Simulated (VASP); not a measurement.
Here is a VASP 6.6.1 calculation.

Contents of INCAR:

```
SYSTEM = Zn3S4
PREC = Accurate
ENCUT = 520
EDIFF = 1E-7
ISMEAR = 0
SIGMA = 0.1
LREAL = .FALSE.
LASPH = .TRUE.
NELM = 100
ALGO = Normal
ISIF = 2
LWAVE = .FALSE.
LCHARG = .FALSE.
GGA = PE
NBANDS = 39
```

Contents of KPOINTS:

```
regular mesh
0
G
  4 4 2
  0 0 0
```

File POSCAR:

```
Zn3S4
1.0
    2.6228366333     -3.7429854704      0.0000000000
    2.6228366333      3.7429854704      0.0000000000
    0.0000000000      0.0000000000      8.3792441149
Zn S
3 4
Direct
    0.0000000000      0.0000000000      0.3457840070
    0.0000000000      0.0000000000      0.6542159930
    0.5000000000      0.5000000000      0.5000000000
    0.2794717206      0.7205282794      0.2639452639
    0.7205282794      0.2794717206      0.2639452639
    0.2794717206      0.7205282794      0.7360547361
    0.7205282794      0.2794717206      0.7360547361
```

Potentials or basis: VASP PAW PBE potentials, release 64 (Zn, S).

The run is started by

```sh
$ cat potpaw_PBE.64/Zn/POTCAR potpaw_PBE.64/S/POTCAR > POTCAR
$ mpirun -np 1 vasp_std > vasp.out
```

Predict the largest force.

0.021 eV/Å.

What does it give for the pressure?

0.1 GPa.

Estimate the band gap on the k mesh.

zero (bands 30 and 31 overlap by 1.57 eV).

Stress tensor (GPa, compression positive):
```
0.07 0.00 0.00
0.00 0.24 0.00
0.00 0.00 0.13
```

Caveat: the k points lie up to 0.37 Å⁻¹ apart, too coarse for converged energies and pressures of a metal.
